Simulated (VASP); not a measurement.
Here is a VASP 6.6.1 calculation.

The input INCAR:

```
SYSTEM = NbP
PREC = Accurate
ENCUT = 500
EDIFF = 1E-6
ISMEAR = -1
SIGMA = 0.08
LREAL = .False.
LASPH = .True.
NELM = 120
ALGO = Normal
ISIF = 2
LWAVE = .False.
LCHARG = .False.
GGA = PE
NBANDS = 16
GGA_COMPAT = .False.
```

File KPOINTS:

```
Automatic mesh
0
Gamma
  12 12 12
  0 0 0
```

Contents of POSCAR:

```
NbP
1.0
    0.0000000000      2.5715669273      2.5715669273
    2.5715669273      0.0000000000      2.5715669273
    2.5715669273      2.5715669273      0.0000000000
Nb P
1 1
Direct
    0.0000000000      0.0000000000      0.0000000000
    0.2500000000      0.2500000000      0.2500000000
```

Potentials or basis: VASP PAW PBE potentials, release 64 (Nb_sv, P).

Run with:

```console
$ cat potpaw_PBE.64/Nb_sv/POTCAR potpaw_PBE.64/P/POTCAR > POTCAR
$ mpirun -np 1 vasp_std > vasp.out
```

Problem. Estimate the band gap on the k mesh.

Solution. Zero (band 9 reaches 10.47 eV, above the bottom of band 10 at 9.48 eV).

Problem. Estimate the pressure.

Solution. 43.6 GPa.
